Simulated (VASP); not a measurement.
# Ag (Fd-3m) in VASP: further runs

Runs on Ag. Level: LDA. Tasks: single point.

Everything below comes from runs of VASP 6.6.1. Logs are shortened: lines on timing, memory, paths and dates and some standing lists are left out, and cuts for length are marked.

### 1 The cell of the first run

Symmetry: Fd-3m, No. 227, cubic system. The conventional cell has a = 5.726 Å, b = 5.726 Å, c = 5.726 Å, α = 90.00°, β = 90.00°, γ = 90.00°. Ag (site symmetry -43m) has 4 Ag at 2.48 Å within 3.3 Å.

### 2 Single point, LDA (volume scaled by 0.9)

File INCAR:

```
PREC = Accurate
ENCUT = 520
EDIFF = 1E-6
ISMEAR = -1
SIGMA = 0.05
LREAL = F
LASPH = T
NELM = 80
ALGO = Normal
ISIF = 2
LWAVE = F
LCHARG = T
GGA = CA
LELF = T
LVHAR = T
NBANDS = 18
```

File KPOINTS:

```
Automatic mesh
0
Gamma
  13 13 13
```

File POSCAR:

```
Ag
1.0
    0.0000000000      2.8628095849      2.8628095849
    2.8628095849      0.0000000000      2.8628095849
    2.8628095849      2.8628095849      0.0000000000
Ag
2
Direct
   -0.1250000000     -0.1250000000     -0.1250000000
    0.1250000000      0.1250000000      0.1250000000
```

Potentials or basis: VASP PAW LDA potentials, release 64 (Ag).

Command:

```bash
$ cat potpaw_LDA.64/Ag/POTCAR > POTCAR
$ mpirun -np 1 vasp_std > vasp.out
```

OUTCAR:

```text
PREC = Accurate
   ENCUT = 520
   EDIFF = 1E-6
   ISMEAR = -1
   LREAL = F
   LASPH = T
   NELM = 80
   ISIF = 2
   GGA = CA

 ion  position               nearest neighbor table
   1  0.875  0.875  0.875-   2 2.48   2 2.48   2 2.48   2 2.48
   2  0.125  0.125  0.125-   1 2.48   1 2.48   1 2.48   1 2.48

  LATTYP: Found a face centered cubic cell.
 ALAT       =     5.7256191698

  Lattice vectors:

 A1 = (   0.0000000000,   2.8628095849,   2.8628095849)
 A2 = (   2.8628095849,   0.0000000000,   2.8628095849)
 A3 = (   2.8628095849,   2.8628095849,   0.0000000000)

Analysis of symmetry for initial positions (statically):
=====================================================================
 Subroutine PRICEL returns:
 Original cell was already a primitive cell.

 Routine SETGRP: Setting up the symmetry group for a
 face centered cubic supercell.

 Subroutine GETGRP returns: Found 48 space group operations
 (whereof 12 operations were pure point group operations)
 out of a pool of 48 trial point group operations.

The static configuration has the point symmetry D_3d.
 The point group associated with its full space group is O_h .

Analysis of symmetry for dynamics (positions and initial velocities):
=====================================================================
 Subroutine PRICEL returns:
 Original cell was already a primitive cell.

 Routine SETGRP: Setting up the symmetry group for a
 face centered cubic supercell.

 Subroutine GETGRP returns: Found 48 space group operations
 (whereof 12 operations were pure point group operations)
 out of a pool of 48 trial point group operations.

The dynamic configuration has the point symmetry D_3d.
 The point group associated with its full space group is O_h .

 Subroutine INISYM returns: Found 48 space group operations
 (whereof 12 operations are pure point group operations),
 and found     1 'primitive' translations

----------------------------------------------------------------------------------------

                                     Primitive cell

  volume of cell :      46.9253

  direct lattice vectors                    reciprocal lattice vectors
     0.000000000  2.862809585  2.862809585    -0.174653600  0.174653600  0.174653600
     2.862809585  0.000000000  2.862809585     0.174653600 -0.174653600  0.174653600
     2.862809585  2.862809585  0.000000000     0.174653600  0.174653600 -0.174653600

  length of vectors
     4.048624141  4.048624141  4.048624141     0.302508909  0.302508909  0.302508909

  position of ions in fractional coordinates (direct lattice)
     0.875000000  0.875000000  0.875000000
     0.125000000  0.125000000  0.125000000

  ion indices of the primitive-cell ions
   primitive index   ion index
                 1           1
                 2           2

----------------------------------------------------------------------------------------

 KPOINTS: Automatic mesh

Automatic generation of k-mesh.
 Grid dimensions read from file:
 generate k-points for:   13   13   13

 Generating k-lattice:

  Cartesian coordinates                     Fractional coordinates (reciprocal lattice)
    -0.013434892  0.013434892  0.013434892     0.076923077  0.000000000  0.000000000
     0.013434892 -0.013434892  0.013434892     0.000000000  0.076923077  0.000000000
     0.013434892  0.013434892 -0.013434892     0.000000000  0.000000000  0.076923077

  Length of vectors
     0.023269916  0.023269916  0.023269916

  Shift w.r.t. Gamma in fractional coordinates (k-lattice)
     0.000000000  0.000000000  0.000000000

 Subroutine IBZKPT returns following result:
 ===========================================

 Found     84 irreducible k-points:

 Following reciprocal coordinates:
            Coordinates               Weight
  0.000000  0.000000  0.000000      1.000000
  0.076923  0.000000  0.000000      8.000000
  0.153846  0.000000  0.000000      8.000000
  0.230769  0.000000  0.000000      8.000000
  0.307692  0.000000  0.000000      8.000000
  0.384615  0.000000  0.000000      8.000000
[... 16 lines left out ...]
  0.384615  0.153846  0.000000     24.000000
  0.461538  0.153846  0.000000     24.000000
 [... further k-points ...]
   k-points           NKPTS =     84   k-points in BZ     NKDIM =     84   number of bands    NBANDS=     18
   number of dos      NEDOS =    301   number of ions     NIONS =      2
   total plane-waves  NPLWV =  27000
   dimension x,y,z NGX =    30 NGY =   30 NGZ =   30
   dimension x,y,z NGXF=    60 NGYF=   60 NGZF=   60
   ions per type =               2
   NGX,Y,Z   is equivalent  to a cutoff of  12.32, 12.32, 12.32 a.u.
   NGXF,Y,Z  is equivalent  to a cutoff of  24.64, 24.64, 24.64 a.u.
 SYSTEM =  unknown system
   PREC   = accura    normal or accurate (medium, high low for compatibility)
   ISTART =      0    job   : 0-new  1-cont  2-samecut
   ICHARG =      2    charge: 1-file 2-atom 10-const
   ISPIN  =      1    spin polarized calculation?
   LNONCOLLINEAR =      F non collinear calculations
   LSORBIT =      F    spin-orbit coupling
   LASPH  =      T    aspherical Exc in radial PAW
   ENCUT  =  520.0 eV  38.22 Ry    6.18 a.u.   7.53  7.53  7.53*2*pi/ulx,y,z
   NELM   =     80;   NELMIN=  2; NELMDL= -5     # of ELM steps
   EDIFF  = 0.1E-05   stopping-criterion for ELM
   LREAL  =      F    real-space projection
   EDIFFG = 0.1E-04   stopping-criterion for IOM
   NSW    =      0    number of steps for IOM
   IBRION =     -1    ionic relax: 0-MD 1-quasi-New 2-CG
   NFREE  =      0    steps in history (QN), initial steepest desc. (CG)
   ISIF   =      2    stress and relaxation
   ISYM   =      2    0-nonsym 1-usesym 2-fastsym
   POTIM  = 0.5000    time-step for ionic-motion
   TEBEG  =    0.0;   TEEND  =   0.0 temperature during run
   PSTRESS=    0.0 pullay stress
   NELECT =      22.0000    total number of electrons
   NUPDOWN=      -1.0000    fix difference up-down
   EMIN   =  10.00;   EMAX   =-10.00  energy-range for DOS
   EFERMI =   0.00;   METHOD = LEGACY
   ISMEAR =    -1;   SIGMA  =   0.05  broadening in eV -4-tet -1-fermi 0-gaus
   EFERMI_NEDOS =   21; number of points for ismear=-14 and -15
   IALGO  =     38    algorithm
   IMIX   =      4    mixing-type and parameters
     AMIX     =   0.40;   BMIX     =  1.00
     AMIX_MAG =   1.60;   BMIX_MAG =  1.00
  volume/ion in A,a.u.               =      23.46       158.33
  Fermi-wavevector in a.u.,A,eV,Ry     =   1.271784  2.403323 22.006523  1.617434
  Thomas-Fermi vector in A             =   2.404698
   LORBIT       =      0    0 simple, 1 ext, 2 COOP (PROOUT), +10 PAW based schemes
   GGA     = CA    functional components
   LHFCALC =     F    Hartree Fock is set to
   AEXX    =    0.0000 exact exchange contribution
   IVDW    =     0    specifies the selected vdW correction
   LEPSILON=     F    determine dielectric tensor
   LRPA    =     F    only Hartree local field effects (RPA)
 non-spin polarized calculation
  energy-cutoff  :      520.00
  volume of cell :       46.93
 maximum number of plane-waves:      1283
 NGX is ok and might be reduce to    30
   NGX = 15   NGY = 15   NGZ = 15

 number of electron      21.9999994 magnetization

 Free energy of the ion-electron system (eV)
  ---------------------------------------------------
  ext. energy  EPLUGINS =         0.00000000
  ---------------------------------------------------
  free energy    TOTEN  =        -5.34391773 eV

  energy without entropy =       -5.33849403  energy(sigma->0) =       -5.34120588

 E-fermi :   4.3905     XC(G=0): -10.4892

 val. band max:        4.3767447033   @ k =  -0.3846   0.3846   0.0769
 cond. band min:       4.6291005732   @ k =  -0.3846   0.3077   0.0769
 fundamental gap:      0.2523558699
 Fermi energy:         4.3905198210

 k-point     1 :       0.0000    0.0000    0.0000
  band No.  band energies     occupation
      1      -1.4307      2.00000
      2      -0.8918      2.00000
      3      -0.8918      2.00000
      4      -0.8406      2.00000
      5      -0.8406      2.00000
      6      -0.8406      2.00000
[... 10 lines left out ...]
     17      15.1566      0.00000
     18      15.7629      0.00000

 k-point     2 :       0.0769    0.0000    0.0000
  band No.  band energies     occupation
      1      -1.3485      2.00000
      2      -0.9780      2.00000
      3      -0.9780      2.00000
      4      -0.8380      2.00000
      5      -0.7342      2.00000
      6      -0.7342      2.00000
[... 10 lines left out ...]
     17      15.7951      0.00000
     18      16.1099      0.00000

 k-point     3 :       0.1538    0.0000    0.0000
  band No.  band energies     occupation
      1      -1.1299      2.00000
      2      -1.0494      2.00000
      3      -1.0494      2.00000
      4      -0.8144      2.00000
      5      -0.6130      2.00000
      6      -0.6130      2.00000
[... 10 lines left out ...]
     17      16.4654      0.00000
     18      16.4654      0.00000

 k-point     4 :       0.2308    0.0000    0.0000
  band No.  band energies     occupation
      1      -1.0777      2.00000
      2      -1.0777      2.00000
      3      -0.9440      2.00000
      4      -0.6579      2.00000
      5      -0.5330      2.00000
      6      -0.5330      2.00000
[... 375 lines left out ...]
      4      -0.5628      2.00000
      5      -0.4036      2.00000
      6      -0.2165      2.00000
[... 10 lines left out ...]
     17      18.0215      0.00000
     18      18.2165      0.00000

 k-point    23 :       0.3846    0.1538    0.0000
  band No.  band energies     occupation
      1      -1.2577      2.00000
      2      -0.9219      2.00000
      3      -0.9137      2.00000
      4      -0.5160      2.00000
      5      -0.2607      2.00000
      6      -0.2089      2.00000
[... 10 lines left out ...]
     17      17.7816      0.00000
     18      17.9141      0.00000

 k-point    24 :       0.4615    0.1538    0.0000
  band No.  band energies     occupation
      1      -1.2367      2.00000
      2      -0.9570      2.00000
      3      -0.8807      2.00000
      4      -0.4671      2.00000
      5      -0.2897      2.00000
      6      -0.2271      2.00000
[... 10 lines left out ...]
     17      17.3520      0.00000
     18      18.1177      0.00000

 [... further k-points ...]

------------------------ aborting loop because EDIFF is reached ----------------------------------------

  FORCE on cell =-STRESS in cart. coord.  units (eV):
  Direction    XX          YY          ZZ          XY          YZ          ZX
  --------------------------------------------------------------------------------------
  -------------------------------------------------------------------------------------
  Total        2.1339927      2.1339927      2.1339927      0.0000000      0.0000000     -0.0000000
  in kB       72.8611687     72.8611687     72.8611687      0.0000000      0.0000000     -0.0000000
  external PRESSURE =      72.8611687 kB  Pullay stress =       0.0000000 kB

 VOLUME and BASIS-vectors are now :
 -----------------------------------------------------------------------------
  energy-cutoff  :      520.00
  volume of cell :       46.93
      direct lattice vectors                 reciprocal lattice vectors
     0.000000000  2.862809585  2.862809585    -0.174653600  0.174653600  0.174653600
     2.862809585  0.000000000  2.862809585     0.174653600 -0.174653600  0.174653600
     2.862809585  2.862809585  0.000000000     0.174653600  0.174653600 -0.174653600

 POSITION                                       TOTAL-FORCE (eV/Angst)
 -----------------------------------------------------------------------------------
      5.00992      5.00992      5.00992        -0.000000     -0.000000     -0.000000
      0.71570      0.71570      0.71570         0.000000      0.000000      0.000000
 -----------------------------------------------------------------------------------
    total drift:                               -0.000000      0.000000      0.000000

  FREE ENERGIE OF THE ION-ELECTRON SYSTEM (eV)
  ---------------------------------------------------
  free  energy   TOTEN  =        -5.3439177270 eV

  energy  without entropy=       -5.3384940271  energy(sigma->0) =       -5.34120588
```

Wall time 40 s (1 thread of AMD EPYC 7R13 (Zen 3), shared host); peak memory 0.16 GiB.

What came out:

- Free energy: -5.3439 eV
- Pressure: 7.3 GPa
- Band gap on the k mesh: zero (band 11 reaches 4.89 eV, above the bottom of band 12 at 3.87 eV)

Caveat: the cell differs from its parent crystal (volume scaled by 0.9).

### 3 Single point, LDA

This run uses another cell than the first one, of 26.07 Å³/atom, 1.111 times its volume.

File INCAR:

```
SYSTEM = Ag
PREC = Accurate ; ENCUT = 520
EDIFF = 1E-6 ; ISMEAR = -1
SIGMA = 0.05 ; LREAL = .False.
LASPH = .True. ; NELM = 100
ALGO = Normal ; ISIF = 2
LWAVE = .False. ; LCHARG = .False.
NBANDS = 18
```

File KPOINTS:

```
Automatic mesh
0
Gamma
  13 13 13
  0 0 0
```

File POSCAR:

```
Ag
1.0
    0.0000000000      2.9651383335      2.9651383335
    2.9651383335      0.0000000000      2.9651383335
    2.9651383335      2.9651383335      0.0000000000
Ag
2
Direct
   -0.1250000000     -0.1250000000     -0.1250000000
    0.1250000000      0.1250000000      0.1250000000
```

Potentials or basis: VASP PAW LDA potentials, release 64 (Ag).

Command:

```bash
$ cat potpaw_LDA.64/Ag/POTCAR > POTCAR
$ mpirun -np 1 vasp_std > vasp.out
```

It took 32 s on 1 thread of Intel Xeon Platinum 8259CL at 2.50GHz (Skylake/Cascade Lake), shared host; peak memory 0.19 GiB.

It converged, with:

```
Free energy            : -5.4518 eV
Pressure               : 0.0 GPa
Band gap on the k mesh : zero (band 11 reaches 3.75 eV, above the bottom of band 12 at 2.84 eV)
```

Levels at points of the mesh, in eV from the Fermi level:
```csv
k point,band 9,band 10,band 11,band 12,band 13,band 14
"(0.00, 0.00, 0.00)",-3.25,-2.48,-2.48,9.47,9.47,9.47
```
